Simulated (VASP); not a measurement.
Runs of VASP 6.6.1 on P. The structure is that of space group R-3m (No. 166), or close to it. The cells are those of the table. 

| cell | gap on the mesh (eV) | pressure (GPa) | largest force (eV/Å) |
| --- | --- | --- | --- |
| a = 3.432 Å, angles 65.3°, 2 atoms | none | -9.5 | 0.08 |
| a = 3.722 Å, angles 54.8°, 2 atoms | none | -6.3 | (b) |
| a = 3.640 Å, angles 51.3°, 2 atoms | none | (a) | 0.18 |
| a = 3.336 Å, angles 61.8°, 2 atoms | none | 7.1 | 0.75 |

Alike in all rows: task single point; level PBE+D3(BJ); potentials or basis VASP PAW PBE potentials, release 64 (P); no spin polarisation; k mesh 24 × 24 × 24; cutoff (eV) 520; smearing gaussian 0.15 eV.

Task: Fill in the values left out.

Result: (a) 14.1; (b) 0.78.

Caveats: pairwise dispersion overbinds metals, which lowers pressure and volume.

A gap of «none» marks levels without a gap at the run's occupations.
